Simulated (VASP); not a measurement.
# Pt (Fm-3m) in VASP: a series of runs

The runs below take Pt through single point, with PBE.

Everything below comes from runs of VASP 6.6.1. Logs are shortened: lines on timing, memory, paths and dates and some standing lists are left out, and cuts for length are marked.

## Step 1: The cell of the first run

Symmetry: Fm-3m, No. 225, cubic system. Conventional cell: a = 3.815 Å, b = 3.815 Å, c = 3.815 Å, α = 90.00°, β = 90.00°, γ = 90.00°. Within 3.6 Å of Pt (site symmetry m-3m) lie 12 Pt at 2.70 Å.

## Step 2: Single point, PBE (volume scaled by 0.886, to set the pressure)

File INCAR:

```
SYSTEM = Pt
  PREC = Accurate
  ENCUT = 520
  EDIFF = 1E-6
  ISMEAR = -1
  SIGMA = 0.1
  LREAL = .FALSE.
  LASPH = .TRUE.
  NELM = 80
  ALGO = Normal
  ISIF = 2
  LWAVE = .FALSE.
  LCHARG = .FALSE.
  GGA = PE
  NBANDS = 11
```

File KPOINTS:

```
Automatic mesh
0
G
  17 17 17
  0 0 0
```

File POSCAR:

```
Pt
1.0
    0.0000000000      1.9074232116      1.9074232116
    1.9074232116      0.0000000000      1.9074232116
    1.9074232116      1.9074232116      0.0000000000
Pt
1
Direct
    0.0000000000      0.0000000000      0.0000000000
```

Potentials or basis: VASP PAW PBE potentials, release 64 (Pt).

Command:

```bash
cat potpaw_PBE.64/Pt/POTCAR > POTCAR
mpirun -np 1 vasp_std > vasp.out
```

OUTCAR:

```text
SYSTEM = Pt
   PREC = Accurate
   ENCUT = 520
   EDIFF = 1E-6
   ISMEAR = -1
   LREAL = .FALSE.
   LASPH = .TRUE.
   NELM = 80
   ISIF = 2
   GGA = PE

 ion  position               nearest neighbor table
   1  0.000  0.000  0.000-

  LATTYP: Found a face centered cubic cell.
 ALAT       =     3.8148464232

  Lattice vectors:

 A1 = (   0.0000000000,   1.9074232116,   1.9074232116)
 A2 = (   1.9074232116,   0.0000000000,   1.9074232116)
 A3 = (   1.9074232116,   1.9074232116,   0.0000000000)

Analysis of symmetry for initial positions (statically):
=====================================================================
 Subroutine PRICEL returns:
 Original cell was already a primitive cell.

 Routine SETGRP: Setting up the symmetry group for a
 face centered cubic supercell.

 Subroutine GETGRP returns: Found 48 space group operations
 (whereof 48 operations were pure point group operations)
 out of a pool of 48 trial point group operations.

The static configuration has the point symmetry O_h .

Analysis of symmetry for dynamics (positions and initial velocities):
=====================================================================
 Subroutine PRICEL returns:
 Original cell was already a primitive cell.

 Routine SETGRP: Setting up the symmetry group for a
 face centered cubic supercell.

 Subroutine GETGRP returns: Found 48 space group operations
 (whereof 48 operations were pure point group operations)
 out of a pool of 48 trial point group operations.

The dynamic configuration has the point symmetry O_h .

 Subroutine INISYM returns: Found 48 space group operations
 (whereof 48 operations are pure point group operations),
 and found     1 'primitive' translations

----------------------------------------------------------------------------------------

                                     Primitive cell

  volume of cell :      13.8794

  direct lattice vectors                    reciprocal lattice vectors
     0.000000000  1.907423212  1.907423212    -0.262133750  0.262133750  0.262133750
     1.907423212  0.000000000  1.907423212     0.262133750 -0.262133750  0.262133750
     1.907423212  1.907423212  0.000000000     0.262133750  0.262133750 -0.262133750

  length of vectors
     2.697503775  2.697503775  2.697503775     0.454028974  0.454028974  0.454028974

  position of ions in fractional coordinates (direct lattice)
     0.000000000  0.000000000  0.000000000

  ion indices of the primitive-cell ions
   primitive index   ion index
                 1           1

----------------------------------------------------------------------------------------

 KPOINTS: Automatic mesh

Automatic generation of k-mesh.
 Grid dimensions read from file:
 generate k-points for:   17   17   17

 Generating k-lattice:

  Cartesian coordinates                     Fractional coordinates (reciprocal lattice)
    -0.015419632  0.015419632  0.015419632     0.058823529  0.000000000  0.000000000
     0.015419632 -0.015419632  0.015419632     0.000000000  0.058823529  0.000000000
     0.015419632  0.015419632 -0.015419632     0.000000000  0.000000000  0.058823529

  Length of vectors
     0.026707587  0.026707587  0.026707587

  Shift w.r.t. Gamma in fractional coordinates (k-lattice)
     0.000000000  0.000000000  0.000000000

 Subroutine IBZKPT returns following result:
 ===========================================

 Found    165 irreducible k-points:

 Following reciprocal coordinates:
            Coordinates               Weight
  0.000000  0.000000  0.000000      1.000000
  0.058824  0.000000  0.000000      8.000000
  0.117647  0.000000  0.000000      8.000000
  0.176471  0.000000  0.000000      8.000000
  0.235294  0.000000  0.000000      8.000000
  0.294118  0.000000  0.000000      8.000000
[... 16 lines left out ...]
 -0.176471  0.058824  0.000000     24.000000
 -0.117647  0.058824  0.000000     24.000000
 [... further k-points ...]
   k-points           NKPTS =    165   k-points in BZ     NKDIM =    165   number of bands    NBANDS=     11
   number of dos      NEDOS =    301   number of ions     NIONS =      1
   total plane-waves  NPLWV =   8000
   dimension x,y,z NGX =    20 NGY =   20 NGZ =   20
   dimension x,y,z NGXF=    40 NGYF=   40 NGZF=   40
   ions per type =               1
   NGX,Y,Z   is equivalent  to a cutoff of  12.33, 12.33, 12.33 a.u.
   NGXF,Y,Z  is equivalent  to a cutoff of  24.65, 24.65, 24.65 a.u.
 SYSTEM =  Pt
   PREC   = accura    normal or accurate (medium, high low for compatibility)
   ISTART =      0    job   : 0-new  1-cont  2-samecut
   ICHARG =      2    charge: 1-file 2-atom 10-const
   ISPIN  =      1    spin polarized calculation?
   LNONCOLLINEAR =      F non collinear calculations
   LSORBIT =      F    spin-orbit coupling
   LASPH  =      T    aspherical Exc in radial PAW
   ENCUT  =  520.0 eV  38.22 Ry    6.18 a.u.   5.02  5.02  5.02*2*pi/ulx,y,z
   NELM   =     80;   NELMIN=  2; NELMDL= -5     # of ELM steps
   EDIFF  = 0.1E-05   stopping-criterion for ELM
   LREAL  =      F    real-space projection
[... 7 lines left out ...]
   TEBEG  =    0.0;   TEEND  =   0.0 temperature during run
   PSTRESS=    0.0 pullay stress
   NELECT =      10.0000    total number of electrons
   NUPDOWN=      -1.0000    fix difference up-down
   EMIN   =  10.00;   EMAX   =-10.00  energy-range for DOS
   EFERMI =   0.00;   METHOD = LEGACY
   ISMEAR =    -1;   SIGMA  =   0.10  broadening in eV -4-tet -1-fermi 0-gaus
   EFERMI_NEDOS =   21; number of points for ismear=-14 and -15
   IALGO  =     38    algorithm
   IMIX   =      4    mixing-type and parameters
     AMIX     =   0.40;   BMIX     =  1.00
     AMIX_MAG =   1.60;   BMIX_MAG =  1.00
  volume/ion in A,a.u.               =      13.88        93.66
  Fermi-wavevector in a.u.,A,eV,Ry     =   1.467634  2.773426 29.306264  2.153950
  Thomas-Fermi vector in A             =   2.583228
   LORBIT       =      0    0 simple, 1 ext, 2 COOP (PROOUT), +10 PAW based schemes
   GGA     = PE    functional components
   LHFCALC =     F    Hartree Fock is set to
   AEXX    =    0.0000 exact exchange contribution
   IVDW    =     0    specifies the selected vdW correction
   LEPSILON=     F    determine dielectric tensor
   LRPA    =     F    only Hartree local field effects (RPA)
 non-spin polarized calculation
  energy-cutoff  :      520.00
  volume of cell :       13.88
 maximum number of plane-waves:       383
   NGX =  9   NGY =  9   NGZ =  9

 number of electron      10.0000000 magnetization

 Free energy of the ion-electron system (eV)
  ---------------------------------------------------
  ext. energy  EPLUGINS =         0.00000000
  ---------------------------------------------------
  free energy    TOTEN  =        -5.93231704 eV

  energy without entropy =       -5.88607011  energy(sigma->0) =       -5.90919358

 E-fermi :  12.9577     XC(G=0): -13.9936

 val. band max:       12.9574532431   @ k =  -0.4706   0.1176   0.0000
 cond. band min:      12.9594262051   @ k =  -0.4706   0.2353   0.0588
 fundamental gap:      0.0019729619
 Fermi energy:        12.9577119816

 k-point     1 :       0.0000    0.0000    0.0000
  band No.  band energies     occupation
      1       1.7521      2.00000
      2       8.6099      2.00000
      3       8.6099      2.00000
      4       8.6099      2.00000
      5      11.0810      2.00000
      6      11.0810      2.00000
      7      27.2951      0.00000
      8      32.7401      0.00000
      9      32.7401      0.00000
     10      32.7401      0.00000
     11      38.3968      0.00000

 k-point     2 :       0.0588    0.0000    0.0000
  band No.  band energies     occupation
      1       1.9038      2.00000
      2       8.5363      2.00000
      3       8.6727      2.00000
      4       8.6727      2.00000
      5      11.0428      2.00000
      6      11.0428      2.00000
      7      27.5465      0.00000
      8      31.9916      0.00000
      9      32.9862      0.00000
     10      32.9862      0.00000
     11      39.2776      0.00000

 k-point     3 :       0.1176    0.0000    0.0000
  band No.  band energies     occupation
      1       2.3419      2.00000
      2       8.3524      2.00000
      3       8.8338      2.00000
      4       8.8338      2.00000
      5      10.9647      2.00000
      6      10.9647      2.00000
      7      28.2288      0.00000
      8      30.4761      0.00000
      9      33.7021      0.00000
     10      33.7021      0.00000
     11      40.4297      0.00000

 k-point     4 :       0.1765    0.0000    0.0000
  band No.  band energies     occupation
      1       3.0053      2.00000
      2       8.1648      2.00000
      3       9.0011      2.00000
      4       9.0011      2.00000
      5      10.9592      2.00000
      6      10.9592      2.00000
      7      28.7545      0.00000
      8      29.1456      0.00000
      9      34.8200      0.00000
     10      34.8200      0.00000
     11      38.7176      0.00000

 k-point     5 :       0.2353    0.0000    0.0000
  band No.  band energies     occupation
      1       3.7557      2.00000
      2       8.1553      2.00000
      3       9.0429      2.00000
      4       9.0429      2.00000
      5      11.1725      2.00000
      6      11.1725      2.00000
      7      27.0776      0.00000
      8      29.5507      0.00000
      9      36.1789      0.00000
     10      36.1789      0.00000
     11      37.2820      0.00000
[... 211 lines left out ...]
 k-point    21 :      -0.2941    0.0588    0.0000
  band No.  band energies     occupation
      1       4.6205      2.00000
      2       8.6101      2.00000
      3       8.8778      2.00000
      4       8.9609      2.00000
      5      11.4370      2.00000
      6      12.3502      1.99541
      7      24.6350      0.00000
      8      28.8515      0.00000
      9      34.0360      0.00000
     10      36.7965      0.00000
     11      37.1175      0.00000

 k-point    22 :      -0.2353    0.0588    0.0000
  band No.  band energies     occupation
      1       4.1157      2.00000
      2       8.0859      2.00000
      3       9.0194      2.00000
      4       9.1147      2.00000
      5      10.9082      2.00000
      6      11.7736      1.99999
      7      26.5933      0.00000
      8      29.6375      0.00000
      9      34.8489      0.00000
     10      35.9067      0.00000
     11      37.8212      0.00000

 k-point    23 :      -0.1765    0.0588    0.0000
  band No.  band energies     occupation
      1       3.3821      2.00000
      2       8.0166      2.00000
      3       9.0779      2.00000
      4       9.1206      2.00000
      5      10.6465      2.00000
      6      11.3593      2.00000
      7      28.3204      0.00000
      8      29.5274      0.00000
      9      34.1038      0.00000
     10      36.1231      0.00000
     11      37.2154      0.00000

 k-point    24 :      -0.1176    0.0588    0.0000
  band No.  band energies     occupation
      1       2.6707      2.00000
      2       8.1863      2.00000
      3       8.9476      2.00000
      4       8.9828      2.00000
      5      10.6951      2.00000
      6      11.1639      2.00000
      7      28.7159      0.00000
      8      29.9182      0.00000
      9      33.3054      0.00000
     10      34.6895      0.00000
     11      39.5615      0.00000

 [... further k-points ...]
[... 5 lines left out ...]
  --------------------------------------------------------------------------------------
  -------------------------------------------------------------------------------------
  Total        3.5308887      3.5308887      3.5308887     -0.0000000      0.0000000      0.0000000
  in kB      407.5899146    407.5899146    407.5899146     -0.0000000      0.0000000      0.0000000
  external PRESSURE =     407.5899146 kB  Pullay stress =       0.0000000 kB

 VOLUME and BASIS-vectors are now :
 -----------------------------------------------------------------------------
  energy-cutoff  :      520.00
  volume of cell :       13.88
      direct lattice vectors                 reciprocal lattice vectors
     0.000000000  1.907423212  1.907423212    -0.262133750  0.262133750  0.262133750
     1.907423212  0.000000000  1.907423212     0.262133750 -0.262133750  0.262133750
     1.907423212  1.907423212  0.000000000     0.262133750  0.262133750 -0.262133750

 POSITION                                       TOTAL-FORCE (eV/Angst)
 -----------------------------------------------------------------------------------
      0.00000      0.00000      0.00000         0.000000      0.000000     -0.000000
 -----------------------------------------------------------------------------------
    total drift:                                0.000000      0.000000      0.000000

  FREE ENERGIE OF THE ION-ELECTRON SYSTEM (eV)
  ---------------------------------------------------
  free  energy   TOTEN  =        -5.9323170441 eV

  energy  without entropy=       -5.8860701123  energy(sigma->0) =       -5.90919358
```

It took 27 s on 1 thread of Intel Xeon Platinum 8375C at 2.90GHz (Ice Lake), shared host; peak memory 0.14 GiB.

What came out:

* Free energy: -5.9323 eV
* Pressure: 40.8 GPa
* Band gap on the k mesh: zero (band 5 reaches 13.49 eV, above the bottom of band 6 at 10.96 eV)

Caveat: the cell differs from its parent crystal (volume scaled by 0.886, to set the pressure); spin-orbit coupling is left out, which moves the levels of the heavy elements.

## Step 3: Single point, PBE

File INCAR:

```
SYSTEM = Pt
PREC     = Accurate       ! precision mode
ENCUT    = 520            ! plane-wave cutoff, eV
EDIFF    = 1E-6           ! SCF threshold, eV
ISMEAR   = -1             ! smearing method
SIGMA    = 0.1            ! smearing width, eV
LREAL    = .FALSE.        ! projectors in reciprocal space
LASPH    = .TRUE.         ! aspherical terms in the spheres
NELM     = 60             ! most SCF steps
ALGO     = Normal         ! electronic algorithm
ISIF     = 2              ! what is computed and relaxed
LWAVE    = .FALSE.        ! write WAVECAR
LCHARG   = .FALSE.        ! write CHGCAR
GGA      = PE             ! functional
NBANDS   = 11             ! bands
```

KPOINTS is that of step 2.

File POSCAR:

```
Pt
1.0
    0.0000000000      1.9079322162      1.9079322162
    1.9079322162      0.0000000000      1.9079322162
    1.9079322162      1.9079322162      0.0000000000
Pt
1
Direct
    0.0000000000      0.0000000000      0.0000000000
```

Potentials or basis: VASP PAW PBE potentials, release 64 (Pt).

Command:

```bash
cat potpaw_PBE.64/Pt/POTCAR > POTCAR
mpirun -np 1 vasp_std > vasp.out
```

Run time: 30 s. Hardware: 1 thread of Intel Xeon Platinum 8375C at 2.90GHz (Ice Lake), shared host; peak memory 0.14 GiB.

The run converged. Its results:

```yaml
Free_energy: -5.9351 eV
Pressure: 40.4 GPa
Band_gap_on_the_k_mesh: zero (band 5 reaches 13.47 eV, above the bottom of band 6 at 10.94 eV)
```

Levels at points of the mesh, in eV from the Fermi level:
```tsv
k point	band 1	band 2	band 3	band 4	band 5	band 6	band 7	band 8	band 9	band 10
(0.00, 0.00, 0.00)	-11.20	-4.34	-4.34	-4.34	-1.87	-1.87	14.34	19.78	19.78	19.78
```

Caveat: spin-orbit coupling is left out, which moves the levels of the heavy elements.
